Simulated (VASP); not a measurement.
Write the native input for VASP 6.6.1 that does the following.

| Quantity | Value |
| --- | --- |
| Task | single point |
| Functional | PBE0 |
| Potentials or basis | VASP PAW PBE potentials, release 64 (In_d, As) |
| Cutoff | 520 eV |
| k mesh | 4 × 4 × 4 |
| Occupations | gaussian, width 0.1 eV |
| Spin | no spin polarisation |
| Dipole correction | no |
| Grid for exact exchange (PRECFOCK) | Normal |
| Further INCAR settings | ALGO = Normal; EDIFF = 1e-07; NBANDS = 16 |

InAs:

```
In As
1.0
     0.00000    3.04389    3.04389
     3.04389    0.00000    3.04389
     3.04389    3.04389    0.00000
In As
1 1
Direct
  0.00000 0.00000 0.00000
  0.25000 0.25000 0.25000
```

One way to write it, as run:

POSCAR

```
InAs
1.0
    0.0000000000      3.0438898545      3.0438898545
    3.0438898545      0.0000000000      3.0438898545
    3.0438898545      3.0438898545      0.0000000000
In As
1 1
Direct
    0.0000000000      0.0000000000      0.0000000000
    0.2500000000      0.2500000000      0.2500000000
```

INCAR.step1

```
SYSTEM = InAs
ALGO = Normal
EDIFF = 1E-5
ENCUT = 520
GGA = PE
ISIF = 2
ISMEAR = 0
LASPH = .True.
LCHARG = .False.
LREAL = .False.
LWAVE = .True.
NBANDS = 16
NELM = 80
PREC = Accurate
SIGMA = 0.1
```

INCAR.step2

```
SYSTEM = InAs
AEXX = 0.25
ALGO = Normal
EDIFF = 1E-7
ENCUT = 520
GGA = PE
ISIF = 2
ISMEAR = 0
ISTART = 1
LASPH = .True.
LCHARG = .False.
LHFCALC = .True.
LREAL = .False.
LWAVE = .False.
NBANDS = 16
NELM = 80
PREC = Accurate
PRECFOCK = Normal
SIGMA = 0.1
```

KPOINTS

```
k-points
0
Gamma
  4 4 4
  0 0 0
```

Potentials or basis: VASP PAW PBE potentials, release 64 (In_d, As).

Launch:

```console
$ cat potpaw_PBE.64/In_d/POTCAR potpaw_PBE.64/As/POTCAR > POTCAR
$ cp INCAR.step1 INCAR
$ mpirun -np 1 vasp_std > vasp.out
$ cp INCAR.step2 INCAR
$ mpirun -np 1 vasp_std > vasp.out
```

It gave:

```yaml
Pressure: 0.3 GPa
Band_gap_on_the_k_mesh: 1.14 eV, direct
```

Caveat: the k points lie up to 0.45 Å⁻¹ apart; the PAW data sets were made with another functional, which shifts forces and pressure a little; spin-orbit coupling is left out, which moves the levels of the heavy elements.

It took 9.6 min on 1 thread of Intel(R) Xeon(R) Platinum 8488C (Sapphire Rapids), with other jobs on the host, peak memory 0.19 GiB.
